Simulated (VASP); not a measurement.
# Tl in VASP: notebook

The runs below take Tl through single point, with PBE.

Everything below comes from runs of VASP 6.6.1. Logs are shortened: lines on timing, memory, paths and dates and some standing lists are left out, and cuts for length are marked.

## Step 1: The cell of the first run

The cell holds a wire with vacuum, 2 atoms: a = 10.400 Å, b = 9.300 Å, c = 5.717 Å, α = 90.00°, β = 90.00°, γ = 90.00°.

## Step 2: Single point, PBE, collinear spin, ferromagnetic start

Input file INCAR:

```
SYSTEM = Tl
  PREC = Accurate
  ENCUT = 520
  EDIFF = 1E-6
  ISMEAR = 0
  SIGMA = 0.05
  LREAL = .FALSE.
  LASPH = .TRUE.
  NELM = 150
  ALGO = Normal
  ISIF = 2
  LWAVE = .FALSE.
  LCHARG = .FALSE.
  ISPIN = 2
  MAGMOM = 0.5 0.5
  LORBIT = 11
  GGA = PE
  NBANDS = 24
```

Input file KPOINTS:

```
regular mesh
0
G
  1 1 12
  0 0 0
```

Input file POSCAR:

```
Tl
1.0
   10.4000000000      0.0000000000      0.0000000000
    0.0000000000      9.3000000000      0.0000000000
    0.0000000000      0.0000000000      5.7172409276
Tl
2
Direct
    0.4491182281      0.5000000000      0.0000000000
    0.5508817719      0.5000000000      0.5000000000
```

Potentials or basis: VASP PAW PBE potentials, release 64 (Tl_d).

Run with:

```
$ cat potpaw_PBE.64/Tl_d/POTCAR > POTCAR
$ mpirun -np 1 vasp_std > vasp.out
```

OUTCAR:

```text
SYSTEM = Tl
   PREC = Accurate
   ENCUT = 520
   EDIFF = 1E-6
   ISMEAR = 0
   LREAL = .FALSE.
   LASPH = .TRUE.
   NELM = 150
   ISIF = 2
   ISPIN = 2
   LORBIT = 11
   GGA = PE

 ion  position               nearest neighbor table
   1  0.449  0.500  0.000-   2 3.05   2 3.05
   2  0.551  0.500  0.500-   1 3.05   1 3.05

  LATTYP: Found a simple orthorhombic cell.
 ALAT       =     5.7172409276
 B/A-ratio  =     1.6266587534
 C/A-ratio  =     1.8190592511

  Lattice vectors:

 A1 = (   0.0000000000,   0.0000000000,  -5.7172409276)
 A2 = (   0.0000000000,   9.3000000000,   0.0000000000)
 A3 = (  10.4000000000,   0.0000000000,   0.0000000000)

Analysis of symmetry for initial positions (statically):
=====================================================================
 Subroutine PRICEL returns:
 Original cell was already a primitive cell.

 Routine SETGRP: Setting up the symmetry group for a
 simple orthorhombic supercell.

 Subroutine GETGRP returns: Found  8 space group operations
 (whereof  4 operations were pure point group operations)
 out of a pool of  8 trial point group operations.

The static configuration has the point symmetry C_2v.
 The point group associated with its full space group is D_2h.

Analysis of symmetry for dynamics (positions and initial velocities):
=====================================================================
 Subroutine PRICEL returns:
 Original cell was already a primitive cell.

 Routine SETGRP: Setting up the symmetry group for a
 simple orthorhombic supercell.

 Subroutine GETGRP returns: Found  8 space group operations
 (whereof  4 operations were pure point group operations)
 out of a pool of  8 trial point group operations.

The dynamic configuration has the point symmetry C_2v.
 The point group associated with its full space group is D_2h.

Analysis of structural, dynamic, and magnetic symmetry:
=====================================================================
 Subroutine PRICEL returns:
 Original cell was already a primitive cell.

 Routine SETGRP: Setting up the symmetry group for a
 simple orthorhombic supercell.

 Subroutine GETGRP returns: Found  8 space group operations
 (whereof  4 operations were pure point group operations)
 out of a pool of  8 trial point group operations.

The overall configuration has the point symmetry C_2v.
 The point group associated with its full space group is D_2h.

 Subroutine INISYM returns: Found  8 space group operations
 (whereof  4 operations are pure point group operations),
 and found     1 'primitive' translations

----------------------------------------------------------------------------------------

                                     Primitive cell

  volume of cell :     552.9715

  direct lattice vectors                    reciprocal lattice vectors
    10.400000000  0.000000000  0.000000000     0.096153846  0.000000000  0.000000000
     0.000000000  9.300000000  0.000000000     0.000000000  0.107526882  0.000000000
     0.000000000  0.000000000  5.717240928     0.000000000  0.000000000  0.174909543

  length of vectors
    10.400000000  9.300000000  5.717240928     0.096153846  0.107526882  0.174909543

  position of ions in fractional coordinates (direct lattice)
     0.449118228  0.500000000  0.000000000
     0.550881772  0.500000000  0.500000000

  ion indices of the primitive-cell ions
   primitive index   ion index
                 1           1
                 2           2

----------------------------------------------------------------------------------------

 KPOINTS: regular mesh

Automatic generation of k-mesh.
 Grid dimensions read from file:
 generate k-points for:    1    1   12

 Generating k-lattice:

  Cartesian coordinates                     Fractional coordinates (reciprocal lattice)
     0.096153846  0.000000000  0.000000000     1.000000000  0.000000000  0.000000000
     0.000000000  0.107526882  0.000000000     0.000000000  1.000000000  0.000000000
     0.000000000  0.000000000  0.014575795     0.000000000  0.000000000  0.083333333

  Length of vectors
     0.096153846  0.107526882  0.014575795

  Shift w.r.t. Gamma in fractional coordinates (k-lattice)
     0.000000000  0.000000000  0.000000000

 Subroutine IBZKPT returns following result:
 ===========================================

 Found      7 irreducible k-points:

 Following reciprocal coordinates:
            Coordinates               Weight
  0.000000  0.000000  0.000000      1.000000
  0.000000  0.000000  0.083333      2.000000
  0.000000  0.000000  0.166667      2.000000
  0.000000  0.000000  0.250000      2.000000
  0.000000  0.000000  0.333333      2.000000
  0.000000  0.000000  0.416667      2.000000
  0.000000  0.000000  0.500000      1.000000
   k-points           NKPTS =      7   k-points in BZ     NKDIM =      7   number of bands    NBANDS=     24
   number of dos      NEDOS =    301   number of ions     NIONS =      2
   total plane-waves  NPLWV = 268800
   dimension x,y,z NGX =    80 NGY =   70 NGZ =   48
   dimension x,y,z NGXF=   160 NGYF=  140 NGZF=   96
   ions per type =               2
   NGX,Y,Z   is equivalent  to a cutoff of  12.79, 12.51, 13.96 a.u.
   NGXF,Y,Z  is equivalent  to a cutoff of  25.58, 25.03, 27.91 a.u.
 SYSTEM =  Tl
   PREC   = accura    normal or accurate (medium, high low for compatibility)
   ISTART =      0    job   : 0-new  1-cont  2-samecut
   ICHARG =      2    charge: 1-file 2-atom 10-const
   ISPIN  =      2    spin polarized calculation?
   LNONCOLLINEAR =      F non collinear calculations
   LSORBIT =      F    spin-orbit coupling
   LASPH  =      T    aspherical Exc in radial PAW
   ENCUT  =  520.0 eV  38.22 Ry    6.18 a.u.  19.34 17.29 10.63*2*pi/ulx,y,z
   NELM   =    150;   NELMIN=  2; NELMDL= -5     # of ELM steps
   EDIFF  = 0.1E-05   stopping-criterion for ELM
   LREAL  =      F    real-space projection
   EDIFFG = 0.1E-04   stopping-criterion for IOM
   NSW    =      0    number of steps for IOM
   IBRION =     -1    ionic relax: 0-MD 1-quasi-New 2-CG
   NFREE  =      0    steps in history (QN), initial steepest desc. (CG)
   ISIF   =      2    stress and relaxation
   ISYM   =      2    0-nonsym 1-usesym 2-fastsym
   POTIM  = 0.5000    time-step for ionic-motion
   TEBEG  =    0.0;   TEEND  =   0.0 temperature during run
   PSTRESS=    0.0 pullay stress
   NELECT =      26.0000    total number of electrons
   NUPDOWN=      -1.0000    fix difference up-down
   EMIN   =  10.00;   EMAX   =-10.00  energy-range for DOS
   EFERMI =   0.00;   METHOD = LEGACY
   ISMEAR =     0;   SIGMA  =   0.05  broadening in eV -4-tet -1-fermi 0-gaus
   EFERMI_NEDOS =   21; number of points for ismear=-14 and -15
   IALGO  =     38    algorithm
   IMIX   =      4    mixing-type and parameters
     AMIX     =   0.40;   BMIX     =  1.00
     AMIX_MAG =   1.60;   BMIX_MAG =  1.00
  volume/ion in A,a.u.               =     276.49      1865.82
  Fermi-wavevector in a.u.,A,eV,Ry     =   0.590879  1.116599  4.750306  0.349138
  Thomas-Fermi vector in A             =   1.639091
   LORBIT       =     11    0 simple, 1 ext, 2 COOP (PROOUT), +10 PAW based schemes
   GGA     = PE    functional components
   LHFCALC =     F    Hartree Fock is set to
   AEXX    =    0.0000 exact exchange contribution
   IVDW    =     0    specifies the selected vdW correction
   LEPSILON=     F    determine dielectric tensor
   LRPA    =     F    only Hartree local field effects (RPA)
 spin polarized calculation
 Gauss-broadening in eV      SIGMA  =   0.05
  energy-cutoff  :      520.00
  volume of cell :      552.97
 maximum number of plane-waves:     14924
 NGX is ok and might be reduce to    80
   NGX = 39   NGY = 35   NGZ = 21

 number of electron      26.0000005 magnetization       0.3330653

 Free energy of the ion-electron system (eV)
  ---------------------------------------------------
  ext. energy  EPLUGINS =         0.00000000
  ---------------------------------------------------
  free energy    TOTEN  =        -2.62823193 eV

  energy without entropy =       -2.62513624  energy(sigma->0) =       -2.62668409

 E-fermi :  -2.1731     XC(G=0):  -2.2893

 val. band max:       -2.1806018735   @ k =   0.0000   0.0000   0.0000
 cond. band min:      -2.1443477003   @ k =   0.0000   0.0000   0.0833
 fundamental gap:      0.0362541732
 Fermi energy:        -2.1730692651

 spin component 1

 k-point     1 :       0.0000    0.0000    0.0000
  band No.  band energies     occupation
      1     -14.3932      1.00000
      2     -14.2183      1.00000
      3     -14.0772      1.00000
      4     -14.0736      1.00000
      5     -14.0709      1.00000
      6     -14.0396      1.00000
[... 16 lines left out ...]
     23       2.6272      0.00000
     24       3.2327      0.00000

 k-point     2 :       0.0000    0.0000    0.0833
  band No.  band energies     occupation
      1     -14.3968      1.00000
      2     -14.2151      1.00000
      3     -14.0967      1.00000
      4     -14.0756      1.00000
      5     -14.0672      1.00000
      6     -14.0508      1.00000
[... 16 lines left out ...]
     23       2.5731      0.00000
     24       3.4251      0.00000

 k-point     3 :       0.0000    0.0000    0.1667
  band No.  band energies     occupation
      1     -14.4047      1.00000
      2     -14.2060      1.00000
      3     -14.1460      1.00000
      4     -14.0816      1.00000
      5     -14.0715      1.00000
      6     -14.0558      1.00000
[... 16 lines left out ...]
     23       2.5804      0.00000
     24       3.2557      0.00000
[... 55 lines left out ...]
 k-point     6 :       0.0000    0.0000    0.4167
  band No.  band energies     occupation
      1     -14.3937      1.00000
      2     -14.3225      1.00000
      3     -14.1562      1.00000
      4     -14.1198      1.00000
      5     -14.0827      1.00000
      6     -14.0683      1.00000
[... 16 lines left out ...]
     23       2.9942      0.00000
     24       3.1139      0.00000

 k-point     7 :       0.0000    0.0000    0.5000
  band No.  band energies     occupation
      1     -14.3650      1.00000
      2     -14.3650      1.00000
      3     -14.1375      1.00000
      4     -14.1375      1.00000
      5     -14.0764      1.00000
      6     -14.0764      1.00000
[... 16 lines left out ...]
     23       3.0332      0.00000
     24       3.2475      0.00000
 Fermi energy:        -2.1730692651

 spin component 2

 k-point     1 :       0.0000    0.0000    0.0000
  band No.  band energies     occupation
      1     -14.3826      1.00000
      2     -14.1894      1.00000
      3     -14.0627      1.00000
      4     -14.0527      1.00000
      5     -14.0502      1.00000
      6     -14.0365      1.00000
[... 16 lines left out ...]
     23       2.7394      0.00000
     24       3.2843      0.00000

 k-point     2 :       0.0000    0.0000    0.0833
  band No.  band energies     occupation
      1     -14.3867      1.00000
      2     -14.1864      1.00000
      3     -14.0890      1.00000
      4     -14.0547      1.00000
      5     -14.0464      1.00000
      6     -14.0360      1.00000
[... 16 lines left out ...]
     23       2.6536      0.00000
     24       3.4789      0.00000

 k-point     3 :       0.0000    0.0000    0.1667
  band No.  band energies     occupation
      1     -14.3959      1.00000
      2     -14.1779      1.00000
      3     -14.1420      1.00000
      4     -14.0604      1.00000
      5     -14.0549      1.00000
      6     -14.0347      1.00000
[... 16 lines left out ...]
     23       2.6478      0.00000
     24       3.3526      0.00000
[... 55 lines left out ...]
 k-point     6 :       0.0000    0.0000    0.4167
  band No.  band energies     occupation
      1     -14.3883      1.00000
      2     -14.3184      1.00000
      3     -14.1313      1.00000
      4     -14.0969      1.00000
      5     -14.0617      1.00000
      6     -14.0468      1.00000
[... 16 lines left out ...]
     23       3.1047      0.00000
     24       3.1902      0.00000

 k-point     7 :       0.0000    0.0000    0.5000
  band No.  band energies     occupation
      1     -14.3602      1.00000
      2     -14.3602      1.00000
      3     -14.1136      1.00000
      4     -14.1136      1.00000
      5     -14.0549      1.00000
      6     -14.0549      1.00000
[... 16 lines left out ...]
     23       3.1681      0.00000
     24       3.1725      0.00000

------------------------ aborting loop because EDIFF is reached ----------------------------------------

  FORCE on cell =-STRESS in cart. coord.  units (eV):
  Direction    XX          YY          ZZ          XY          YZ          ZX
  --------------------------------------------------------------------------------------
  -------------------------------------------------------------------------------------
  Total        0.0243123      0.0520358     -0.0284785      0.0000000      0.0000000      0.0000000
  in kB        0.0704424      0.1507683     -0.0825135      0.0000000      0.0000000      0.0000000
  external PRESSURE =       0.0462324 kB  Pullay stress =       0.0000000 kB

 VOLUME and BASIS-vectors are now :
 -----------------------------------------------------------------------------
  energy-cutoff  :      520.00
  volume of cell :      552.97
      direct lattice vectors                 reciprocal lattice vectors
    10.400000000  0.000000000  0.000000000     0.096153846  0.000000000  0.000000000
     0.000000000  9.300000000  0.000000000     0.000000000  0.107526882  0.000000000
     0.000000000  0.000000000  5.717240928     0.000000000  0.000000000  0.174909543

 POSITION                                       TOTAL-FORCE (eV/Angst)
 -----------------------------------------------------------------------------------
      4.67083      4.65000      0.00000        -0.001062      0.000000      0.000000
      5.72917      4.65000      2.85862         0.001062      0.000000      0.000000
 -----------------------------------------------------------------------------------
    total drift:                                0.000000      0.000000     -0.000000

  FREE ENERGIE OF THE ION-ELECTRON SYSTEM (eV)
  ---------------------------------------------------
  free  energy   TOTEN  =        -2.6282319326 eV

  energy  without entropy=       -2.6251362390  energy(sigma->0) =       -2.62668409

 total charge

# of ion       s       p       d       tot
------------------------------------------
    1        1.207   0.351   9.631  11.189
    2        1.207   0.351   9.631  11.189
--------------------------------------------------
tot          2.414   0.702  19.262  22.377

 magnetization (x)

# of ion       s       p       d       tot
------------------------------------------
    1       -0.002   0.039  -0.001   0.036
    2       -0.002   0.039  -0.001   0.036
--------------------------------------------------
tot         -0.003   0.078  -0.002   0.072
```

Run time: 3 min. Hardware: 1 thread of AMD EPYC 9R45 (Zen 5), shared host; peak memory 0.79 GiB.

Results:

| Item | Value |
| --- | --- |
| Free energy | -2.6282 eV |
| Net moment | 0.33 μB per cell |
| Site moments | Tl +0.04 μB |
| Valence electrons inside the program's atomic spheres | Tl 11.19 |

Levels at points of the mesh, in eV from the Fermi level:
Spin up:
| k point | band 9 | band 10 | band 11 | band 12 | band 13 | band 14 | band 15 | band 16 | band 17 | band 18 |
| --- | --- | --- | --- | --- | --- | --- | --- | --- | --- | --- |
| (0.00, 0.00, 0.00) | -11.61 | -11.55 | -7.54 | -4.06 | -0.59 | -0.23 | 0.59 | 2.01 | 2.74 | 2.87 |
| (0.00, 0.00, 0.50) | -11.45 | -11.45 | -6.38 | -6.38 | 0.46 | 0.46 | 1.00 | 1.00 | 3.34 | 3.34 |
Spin down:
| k point | band 11 | band 12 | band 13 | band 14 | band 15 | band 16 |
| --- | --- | --- | --- | --- | --- | --- |
| (0.00, 0.00, 0.00) | -7.45 | -3.98 | -0.50 | -0.01 | 0.64 | 2.07 |
| (0.00, 0.00, 0.50) | -6.30 | -6.30 | 0.51 | 0.51 | 1.22 | 1.22 |

Caveat: spin-orbit coupling is left out, which moves the levels of the heavy elements.

## Step 3: Single point, PBE, collinear spin, ferromagnetic start

This run uses another cell than the first one, of 272.44 Å³/atom, 0.985 times its volume.

Input file INCAR:

```
SYSTEM = Tl
PREC     = Accurate       ! precision mode
ENCUT    = 520            ! plane-wave cutoff, eV
EDIFF    = 1E-7           ! SCF threshold, eV
ISMEAR   = 0              ! smearing method
SIGMA    = 0.05           ! smearing width, eV
LREAL    = .FALSE.        ! projectors in reciprocal space
LASPH    = .TRUE.         ! aspherical terms in the spheres
NELM     = 150            ! most SCF steps
ALGO     = Normal         ! electronic algorithm
ISIF     = 2              ! what is computed and relaxed
LWAVE    = .FALSE.        ! write WAVECAR
LCHARG   = .TRUE.         ! write CHGCAR
ISPIN    = 2              ! spin polarisation
MAGMOM   = 0.5 0.5        ! initial moments
LORBIT   = 11             ! projections on sites
GGA      = PE             ! functional
LELF     = .TRUE.         ! ELF
LVHAR    = .TRUE.       
NBANDS   = 24             ! bands
```

Input file KPOINTS:

```
Automatic mesh
0
G
  1 1 12
  0 0 0
```

Input file POSCAR:

```
Tl
1.0
   10.4000000000      0.0000000000      0.0000000000
    0.0000000000      9.3000000000      0.0000000000
    0.0000000000      0.0000000000      5.6336438571
Tl
2
Direct
    0.4322879344      0.5000000000      0.0000000000
    0.5677120656      0.5000000000      0.5000000000
```

Potentials or basis: VASP PAW PBE potentials, release 64 (Tl_d).

Run with:

```
$ cat potpaw_PBE.64/Tl_d/POTCAR > POTCAR
$ mpirun -np 1 vasp_std > vasp.out
```

Run time: 3.3 min. Hardware: 1 thread of AMD EPYC 9R45 (Zen 5), shared host; peak memory 0.71 GiB.

Results (log left out):

| Item | Value |
| --- | --- |
| Free energy | -2.5721 eV |
| Largest force | 0.328 eV/Å |
| Net moment | 0.51 μB per cell |
| Site moments | Tl +0.06 μB |
| Valence electrons inside the program's atomic spheres | Tl 11.17 |

Forces on the atoms (eV/Å):
```
Tl   0.328  0.000  0.000
Tl  -0.328  0.000  0.000
```

Levels at points of the mesh, in eV from the Fermi level:
Spin up:
```
           k point  band 10  band 11  band 12  band 13  band 14  band 15  band 16  band 17
(0.00, 0.00, 0.00)   -11.57    -7.38    -4.37    -0.20    -0.14     1.01     1.69     2.58
(0.00, 0.00, 0.50)   -11.42    -6.24    -6.24     0.22     0.22     1.03     1.03     3.25
```
Spin down:
```csv
k point,band 11,band 12,band 13,band 14,band 15,band 16
"(0.00, 0.00, 0.00)",-7.24,-4.24,-0.03,0.12,1.14,1.81
"(0.00, 0.00, 0.50)",-6.10,-6.10,0.36,0.36,1.28,1.28
```

Caveat: spin-orbit coupling is left out, which moves the levels of the heavy elements.
